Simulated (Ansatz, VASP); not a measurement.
TePtSe3: VASP beside Ansatz

The input INCAR:

```
  ALGO = Normal
  EDIFF = 1E-7
  ENCUT = 520
  GGA = PE
  ISIF = 2
  ISMEAR = 0
  ISPIN = 2
  LASPH = T
  LCHARG = F
  LMAXMIX = 4
  LORBIT = 11
  LREAL = F
  LWAVE = F
  MAGMOM = 0 1 0 0 0
  NBANDS = 29
  NELM = 150
  PREC = Accurate
  SIGMA = 0.1
```

File KPOINTS:

```
k-points
0
Gamma
  3 3 3
```

The input POSCAR:

```
TePtSe3
1.0
    3.5528222800      2.0512229000      3.6053795200
   -3.5528222800      2.0512229000      3.6053795200
    0.0000000000     -4.1024458000      3.6053795200
Te Pt Se
1 1 3
Direct
    0.5000000000      0.5000000000      0.5000000000
    0.0000000000      0.0000000000      0.0000000000
    0.0000000000      0.0000000000      0.5000000000
    0.5000000000      0.0000000000      0.0000000000
    0.0000000000      0.5000000000      0.0000000000
```

Input for Ansatz:

```yaml
crystal:
  lattice:
    - [3.55282228, 2.0512229, 3.60537952]
    - [-3.55282228, 2.0512229, 3.60537952]
    - [0.0, -4.1024458, 3.60537952]
  atoms:
    - { symbol: Te, position: [0.5, 0.5, 0.5] }
    - { symbol: Pt, position: [0.0, 0.0, 0.0], spin: 1.0 }
    - { symbol: Se, position: [0.0, 0.0, 0.5] }
    - { symbol: Se, position: [0.5, 0.0, 0.0] }
    - { symbol: Se, position: [0.0, 0.5, 0.0] }
basis:
  ecutwfc: 420
kpoints:
  mp_grid: { grid: [3, 3, 3] }
hamiltonian:
  xc: pbe
scf:
  occupations: { method: gaussian, width: 0.1 }
  lower_state_search: "off"
output:
  forces: true
  stress: true
  eigenvalues: true
  populations: true
magnetization:
  spin_polarized: true
```

Alike in both runs: task single point; functional PBE; k mesh 3 × 3 × 3; occupations gaussian, width 0.1 eV; collinear spin.

|  | VASP | Ansatz |
| --- | --- | --- |
| version | VASP 6.6.1 | Ansatz 0.2.0 |
| potentials or method | VASP PAW PBE potentials, release 64 (Te, Pt, Se), cutoff 520 eV | scalar-relativistic, plane waves, PAW |
| valence electrons in the cell | 34 | 82 |

```csv
,VASP,Ansatz,Ansatz less VASP
gap on the k mesh at the Fermi level (eV),none,none,-
pressure (GPa),-9.2,-9.2,+0.03
"traceless stress, the component that is largest in VASP (GPa)",0.54,0.53,-0.009
net moment per atom (μB),0.43,0.43,0.000
size of the moment on the site where the two differ most (μB),0.21,0.31,+0.096
```

Site moments also hang on the region over which each program counts them. A gap of «none» marks a metal or a gap that the smearing closes. VASP's potentials hold 34 valence electrons a cell and Ansatz's 82, so a difference there can come from the potentials and not from the codes.

The k mesh is coarse, so the values compare programs but aren't converged. Spin-orbit coupling is off throughout.
